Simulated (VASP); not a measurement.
Here is a VASP 6.6.1 calculation.

File INCAR:

```
SYSTEM = ScAl3
PREC = Accurate
ENCUT = 520
EDIFF = 1E-6
ISMEAR = 0
SIGMA = 0.15
LREAL = .False.
LASPH = .True.
NELM = 60
ALGO = Fast
ISIF = 2
LWAVE = .False.
LCHARG = .False.
GGA = PS
NBANDS = 18
```

Contents of KPOINTS:

```
Automatic mesh
0
Gamma
  12 12 12
  0 0 0
```

File POSCAR:

```
ScAl3
1.0
    4.3970025054      0.0000000000      0.0000000000
    0.0000000000      4.3970025054      0.0000000000
    0.0000000000      0.0000000000      4.0712986161
Sc Al
1 3
Direct
    0.0000000000      0.0000000000      0.0000000000
    0.5000000000      0.0000000000      0.5000000000
    0.0000000000      0.5000000000      0.5000000000
    0.5000000000      0.5000000000      0.0000000000
```

Potentials or basis: VASP PAW PBE potentials, release 64 (Sc_sv, Al).

Run with:

```console
$ cat potpaw_PBE.64/Sc_sv/POTCAR potpaw_PBE.64/Al/POTCAR > POTCAR
$ mpirun -np 1 vasp_std > vasp.out
```

(1) What does it give for the pressure?

(2) Estimate the band gap on the k mesh.

Results:

(1) -9.8 GPa.

(2) zero (bands 10 and 11 overlap by 3.24 eV).

Caveat: the cell differs from its parent crystal (strain +0.080 along x and y, +0.000 along z); the cell stands under tension; the PAW data sets were made with another functional, which shifts forces and pressure a little.
